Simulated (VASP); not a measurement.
# InSb (I-4m2) in VASP: single point with PBE

Aim: the single point of InSb with PBE.

All numbers are computed with VASP 6.6.1; they aren't measurements. Logs are shortened: lines on timing, memory, paths and dates and some standing lists are left out, and cuts for length are marked.

## (1) The cell of the first run

The structure is tetragonal, space group I-4m2 (No. 119). Conventional cell: a = 4.316 Å, b = 4.316 Å, c = 6.369 Å, α = 90.00°, β = 90.00°, γ = 90.00°. In (site symmetry -4m2) has 4 Sb at 2.68 Å within 3.5 Å. Within 3.5 Å of Sb (site symmetry -4m2) lie 4 In at 2.68 Å.

## (2) Single point, PBE (strain -0.080 along x and y, -0.040 along z)

The input, INCAR:

```
SYSTEM = InSb
ALGO = Normal
EDIFF = 1E-6
ENCUT = 520
GGA = PE
ISIF = 2
ISMEAR = 0
LASPH = .True.
LCHARG = .False.
LREAL = .False.
LWAVE = .False.
NBANDS = 16
NELM = 60
PREC = Accurate
SIGMA = 0.15
```

The input, KPOINTS:

```
k-points
0
Gamma
  16 16 16
  0 0 0
```

The input, POSCAR:

```
InSb
1.0
    0.0000000000      3.0520309919      3.1847279916
    3.0520309919      0.0000000000      3.1847279916
    3.0520309919      3.0520309919      0.0000000000
In Sb
1 1
Direct
    0.0000000000      0.0000000000      0.0000000000
    0.7500000000      0.7500000000      0.7500000000
```

Potentials or basis: VASP PAW PBE potentials, release 64 (In_d, Sb).

On the command line:

```sh
cat potpaw_PBE.64/In_d/POTCAR potpaw_PBE.64/Sb/POTCAR > POTCAR
mpirun -np 1 vasp_std > vasp.out
```

OUTCAR:

```text
SYSTEM = InSb
   EDIFF = 1E-6
   ENCUT = 520
   GGA = PE
   ISIF = 2
   ISMEAR = 0
   LASPH = .True.
   LREAL = .False.
   NELM = 60
   PREC = Accurate

 ion  position               nearest neighbor table
   1  0.000  0.000  0.000-   2 2.68   2 2.68   2 2.68   2 2.68
   2  0.750  0.750  0.750-   1 2.68   1 2.68   1 2.68   1 2.68

  LATTYP: Found a body centered tetragonal cell.
 ALAT       =     4.3162236215
 C/A-ratio  =     1.4757011086

  Lattice vectors:

 A1 = (  -3.0520309919,   0.0000000000,   3.1847279916)
 A2 = (   3.0520309919,   0.0000000000,   3.1847279916)
 A3 = (   0.0000000000,   3.0520309919,  -3.1847279916)

Analysis of symmetry for initial positions (statically):
=====================================================================
 Subroutine PRICEL returns:
 Original cell was already a primitive cell.

 Routine SETGRP: Setting up the symmetry group for a
 body centered tetragonal supercell.

 Subroutine GETGRP returns: Found  8 space group operations
 (whereof  8 operations were pure point group operations)
 out of a pool of 16 trial point group operations.

The static configuration has the point symmetry D_2d.

Analysis of symmetry for dynamics (positions and initial velocities):
=====================================================================
 Subroutine PRICEL returns:
 Original cell was already a primitive cell.

 Routine SETGRP: Setting up the symmetry group for a
 body centered tetragonal supercell.

 Subroutine GETGRP returns: Found  8 space group operations
 (whereof  8 operations were pure point group operations)
 out of a pool of 16 trial point group operations.

The dynamic configuration has the point symmetry D_2d.

 Subroutine INISYM returns: Found  8 space group operations
 (whereof  8 operations are pure point group operations),
 and found     1 'primitive' translations

----------------------------------------------------------------------------------------

                                     Primitive cell

  volume of cell :      59.3308

  direct lattice vectors                    reciprocal lattice vectors
     0.000000000  3.052030992  3.184727992    -0.163825335  0.163825335  0.156999279
     3.052030992  0.000000000  3.184727992     0.163825335 -0.163825335  0.156999279
     3.052030992  3.052030992  0.000000000     0.163825335  0.163825335 -0.156999279

  length of vectors
     4.411052658  4.411052658  4.316223622     0.279868281  0.279868281  0.279868281

  position of ions in fractional coordinates (direct lattice)
     0.000000000  0.000000000  0.000000000
     0.750000000  0.750000000  0.750000000

  ion indices of the primitive-cell ions
   primitive index   ion index
                 1           1
                 2           2

----------------------------------------------------------------------------------------

 KPOINTS: k-points

Automatic generation of k-mesh.
 Grid dimensions read from file:
 generate k-points for:   16   16   16

 Generating k-lattice:

  Cartesian coordinates                     Fractional coordinates (reciprocal lattice)
    -0.010239083  0.010239083  0.009812455     0.062500000  0.000000000  0.000000000
     0.010239083 -0.010239083  0.009812455     0.000000000  0.062500000  0.000000000
     0.010239083  0.010239083 -0.009812455    -0.000000000 -0.000000000  0.062500000

  Length of vectors
     0.017491768  0.017491768  0.017491768

  Shift w.r.t. Gamma in fractional coordinates (k-lattice)
     0.000000000  0.000000000  0.000000000

 Subroutine IBZKPT returns following result:
 ===========================================

 Found    349 irreducible k-points:

 Following reciprocal coordinates:
            Coordinates               Weight
  0.000000  0.000000  0.000000      1.000000
  0.062500  0.000000  0.000000      8.000000
  0.125000  0.000000  0.000000      8.000000
  0.187500  0.000000  0.000000      8.000000
  0.250000  0.000000  0.000000      8.000000
  0.312500  0.000000  0.000000      8.000000
[... 16 lines left out ...]
 -0.125000  0.062500  0.000000      8.000000
 -0.062500  0.062500  0.000000      4.000000
 [... further k-points ...]
   k-points           NKPTS =    349   k-points in BZ     NKDIM =    349   number of bands    NBANDS=     16
   number of dos      NEDOS =    301   number of ions     NIONS =      2
   total plane-waves  NPLWV =  41472
   dimension x,y,z NGX =    36 NGY =   36 NGZ =   32
   dimension x,y,z NGXF=    72 NGYF=   72 NGZF=   64
   ions per type =               1   1
   NGX,Y,Z   is equivalent  to a cutoff of  13.57, 13.57, 12.33 a.u.
   NGXF,Y,Z  is equivalent  to a cutoff of  27.14, 27.14, 24.65 a.u.
 SYSTEM =  InSb
   PREC   = accura    normal or accurate (medium, high low for compatibility)
   ISTART =      0    job   : 0-new  1-cont  2-samecut
   ICHARG =      2    charge: 1-file 2-atom 10-const
   ISPIN  =      1    spin polarized calculation?
   LNONCOLLINEAR =      F non collinear calculations
   LSORBIT =      F    spin-orbit coupling
   LASPH  =      T    aspherical Exc in radial PAW
   ENCUT  =  520.0 eV  38.22 Ry    6.18 a.u.   8.20  8.20  8.03*2*pi/ulx,y,z
   NELM   =     60;   NELMIN=  2; NELMDL= -5     # of ELM steps
   EDIFF  = 0.1E-05   stopping-criterion for ELM
   LREAL  =      F    real-space projection
   EDIFFG = 0.1E-04   stopping-criterion for IOM
   NSW    =      0    number of steps for IOM
   IBRION =     -1    ionic relax: 0-MD 1-quasi-New 2-CG
   NFREE  =      0    steps in history (QN), initial steepest desc. (CG)
   ISIF   =      2    stress and relaxation
   ISYM   =      2    0-nonsym 1-usesym 2-fastsym
   POTIM  = 0.5000    time-step for ionic-motion
   TEBEG  =    0.0;   TEEND  =   0.0 temperature during run
   PSTRESS=    0.0 pullay stress
   NELECT =      18.0000    total number of electrons
   NUPDOWN=      -1.0000    fix difference up-down
   EMIN   =  10.00;   EMAX   =-10.00  energy-range for DOS
   EFERMI =   0.00;   METHOD = LEGACY
   ISMEAR =     0;   SIGMA  =   0.15  broadening in eV -4-tet -1-fermi 0-gaus
   EFERMI_NEDOS =   21; number of points for ismear=-14 and -15
   IALGO  =     38    algorithm
   IMIX   =      4    mixing-type and parameters
     AMIX     =   0.40;   BMIX     =  1.00
     AMIX_MAG =   1.60;   BMIX_MAG =  1.00
  volume/ion in A,a.u.               =      29.67       200.19
  Fermi-wavevector in a.u.,A,eV,Ry     =   1.100033  2.078760 16.464028  1.210072
  Thomas-Fermi vector in A             =   2.236437
   LORBIT       =      0    0 simple, 1 ext, 2 COOP (PROOUT), +10 PAW based schemes
   GGA     = PE    functional components
   LHFCALC =     F    Hartree Fock is set to
   AEXX    =    0.0000 exact exchange contribution
   IVDW    =     0    specifies the selected vdW correction
   LEPSILON=     F    determine dielectric tensor
   LRPA    =     F    only Hartree local field effects (RPA)
 non-spin polarized calculation
 Gauss-broadening in eV      SIGMA  =   0.15
  energy-cutoff  :      520.00
  volume of cell :       59.33
 maximum number of plane-waves:      1628
 NGX is ok and might be reduce to    36
   NGX = 17   NGY = 17   NGZ = 17

 number of electron      18.0000001 magnetization

 Free energy of the ion-electron system (eV)
  ---------------------------------------------------
  ext. energy  EPLUGINS =         0.00000000
  ---------------------------------------------------
  free energy    TOTEN  =        -6.50774510 eV

  energy without entropy =       -6.50774126  energy(sigma->0) =       -6.50774318

 E-fermi :   7.0453     XC(G=0):  -9.2866

 val. band max:        6.7599021814   @ k =   0.0000   0.0000   0.0000
 cond. band min:       7.2860614512   @ k =   0.0000   0.0000   0.0000
 fundamental gap:      0.5261592699
 Fermi energy:         7.0453367285

 k-point     1 :       0.0000    0.0000    0.0000
  band No.  band energies     occupation
      1      -8.3103      2.00000
      2      -8.3016      2.00000
      3      -8.3016      2.00000
      4      -8.1742      2.00000
      5      -8.1742      2.00000
      6      -5.0023      2.00000
[... 8 lines left out ...]
     15      14.8199      0.00000
     16      15.0025      0.00000

 k-point     2 :       0.0625    0.0000    0.0000
  band No.  band energies     occupation
      1      -8.3109      2.00000
      2      -8.3030      2.00000
      3      -8.3003      2.00000
      4      -8.1745      2.00000
      5      -8.1742      2.00000
      6      -4.9588      2.00000
[... 8 lines left out ...]
     15      14.3459      0.00000
     16      14.9964      0.00000

 k-point     3 :       0.1250    0.0000    0.0000
  band No.  band energies     occupation
      1      -8.3180      2.00000
      2      -8.3014      2.00000
      3      -8.2965      2.00000
      4      -8.1752      2.00000
      5      -8.1742      2.00000
      6      -4.8297      2.00000
[... 8 lines left out ...]
     15      13.9816      0.00000
     16      14.4779      0.00000

 k-point     4 :       0.1875    0.0000    0.0000
  band No.  band energies     occupation
      1      -8.3313      2.00000
      2      -8.2963      2.00000
      3      -8.2910      2.00000
      4      -8.1760      2.00000
      5      -8.1739      2.00000
      6      -4.6201      2.00000
[... 8 lines left out ...]
     15      13.9846      0.00000
     16      14.1681      0.00000
[... 324 lines left out ...]
 k-point    22 :      -0.1875    0.0625    0.0000
  band No.  band energies     occupation
      1      -8.3390      2.00000
      2      -8.2920      2.00000
      3      -8.2893      2.00000
      4      -8.1781      2.00000
      5      -8.1725      2.00000
      6      -4.4895      2.00000
[... 8 lines left out ...]
     15      13.7933      0.00000
     16      14.4749      0.00000

 k-point    23 :      -0.1250    0.0625    0.0000
  band No.  band energies     occupation
      1      -8.3239      2.00000
      2      -8.2987      2.00000
      3      -8.2948      2.00000
      4      -8.1770      2.00000
      5      -8.1733      2.00000
      6      -4.7253      2.00000
[... 8 lines left out ...]
     15      13.9486      0.00000
     16      14.3754      0.00000

 k-point    24 :      -0.0625    0.0625    0.0000
  band No.  band energies     occupation
      1      -8.3117      2.00000
      2      -8.3048      2.00000
      3      -8.2988      2.00000
      4      -8.1756      2.00000
      5      -8.1738      2.00000
      6      -4.8839      2.00000
[... 8 lines left out ...]
     15      14.3896      0.00000
     16      14.5761      0.00000

 [... further k-points ...]

------------------------ aborting loop because EDIFF is reached ----------------------------------------

  FORCE on cell =-STRESS in cart. coord.  units (eV):
  Direction    XX          YY          ZZ          XY          YZ          ZX
  --------------------------------------------------------------------------------------
  -------------------------------------------------------------------------------------
  Total        4.7596201      4.7596201      4.3875262      0.0000000      0.0000000      0.0000000
  in kB      128.5294513    128.5294513    118.4813753      0.0000000      0.0000000      0.0000000
  external PRESSURE =     125.1800927 kB  Pullay stress =       0.0000000 kB

 VOLUME and BASIS-vectors are now :
 -----------------------------------------------------------------------------
  energy-cutoff  :      520.00
  volume of cell :       59.33
      direct lattice vectors                 reciprocal lattice vectors
     0.000000000  3.052030992  3.184727992    -0.163825335  0.163825335  0.156999279
     3.052030992  0.000000000  3.184727992     0.163825335 -0.163825335  0.156999279
     3.052030992  3.052030992  0.000000000     0.163825335  0.163825335 -0.156999279

 POSITION                                       TOTAL-FORCE (eV/Angst)
 -----------------------------------------------------------------------------------
      0.00000      0.00000      0.00000         0.000000      0.000000      0.000000
      4.57805      4.57805      4.77709        -0.000000     -0.000000      0.000000
 -----------------------------------------------------------------------------------
    total drift:                               -0.000002     -0.000002      0.000003

  FREE ENERGIE OF THE ION-ELECTRON SYSTEM (eV)
  ---------------------------------------------------
  free  energy   TOTEN  =        -6.5077451040 eV

  energy  without entropy=       -6.5077412553  energy(sigma->0) =       -6.50774318
```

Wall time 2.5 min (1 thread of AMD EPYC 9R45 (Zen 5), shared host); peak memory 0.44 GiB.

What came out:

| Item | Value |
| --- | --- |
| Free energy | -6.5077 eV |
| Pressure | 12.5 GPa |
| Band gap on the k mesh | 0.53 eV |

Caveat: the cell differs from its parent crystal (strain -0.080 along x and y, -0.040 along z); the cell stands under pressure; semilocal functionals underestimate gaps, and a narrow one can read as zero; spin-orbit coupling is left out, which moves the levels of the heavy elements. A k mesh can miss the band edges.
